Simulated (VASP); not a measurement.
A run of VASP 6.6.1:

Contents of INCAR:

```
SYSTEM = Mg4HO8
PREC = Accurate ; ENCUT = 520
EDIFF = 1E-6 ; ISMEAR = 0
SIGMA = 0.05 ; LREAL = .False.
LASPH = .True. ; NELM = 80
ALGO = Normal ; ISIF = 2
LWAVE = .False. ; LCHARG = .False.
NELECT = 56.0 ; NBANDS = 40
```

The input KPOINTS:

```
Automatic mesh
0
Gamma
  6 6 6
  0 0 0
```

Contents of POSCAR:

```
Mg4HO8
1.0
   -3.1159510607     -1.7989951837      3.4255732540
    3.1159510607     -1.7989951837      3.4255732540
    0.0000000000      3.5979903674      3.4255732540
Mg O H
4 8 1
Direct
    0.0000000000      0.0000000000      0.0000000000
    0.5000000000      0.5000000000      0.0000000000
    0.5000000000      0.0000000000      0.5000000000
    0.0000000000      0.5000000000      0.5000000000
    0.4294242759      0.4294242759      0.4294242759
    0.9294242759      0.9294242759      0.4294242759
    0.9294242759      0.4294242759      0.9294242759
    0.4294242759      0.9294242759      0.9294242759
    0.5705757241      0.5705757241      0.5705757241
    0.0705757241      0.0705757241      0.5705757241
    0.0705757241      0.5705757241      0.0705757241
    0.5705757241      0.0705757241      0.0705757241
    1.0833540658      1.1666873991      0.2500207325
```

Potentials or basis: VASP PAW LDA potentials, release 64 (Mg, O, H).

The run is started by

```console
$ cat potpaw_LDA.64/Mg/POTCAR potpaw_LDA.64/O/POTCAR potpaw_LDA.64/H/POTCAR > POTCAR
$ mpirun -np 1 vasp_std > vasp.out
```

Hardware: 1 thread of Intel Xeon 8259CL, with other jobs on the host.

Q: Estimate the wall time of this run.

A: Wall time 17 min on 1 thread of Intel Xeon 8259CL (shared host), peak memory 0.48 GiB. Counts: scf iterations 13, k points 112.
